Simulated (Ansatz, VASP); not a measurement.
Two plane-wave programs on Mo

```xyz
1
Lattice="-1.5838 1.5838 1.6155 1.5838 -1.5838 1.6155 1.5838 1.5838 -1.6155" Properties=species:S:1:pos:R:3 pbc="T T T"
Mo    0.0000    0.0000    0.0000
```

Alike in both runs: functional PBE; k mesh 10 × 10 × 10; occupations fermi-dirac, width 0.05 eV; no spin polarisation.

|  | VASP | Ansatz |
| --- | --- | --- |
| version | VASP 6.6.1 | Ansatz 0.2.0 |
| potentials or method | VASP PAW PBE potentials, release 64 (Mo_sv) | Ansatz PAW |
| plane-wave cutoff (eV) | 520 | 420 |
| valence electrons in the cell | 14 | 14 |
| task | single point | band structure |

|  | VASP | Ansatz | Ansatz less VASP |
| --- | --- | --- | --- |
| gap on the k mesh at the Fermi level (eV) | none | none | - |
| pressure (GPa) | -6.1 | -6.6 | -0.52 |
| traceless stress, the component that is largest in VASP (GPa) | -2.80 | -2.79 | +0.005 |

A gap of «none» marks a metal or a gap that the smearing closes.
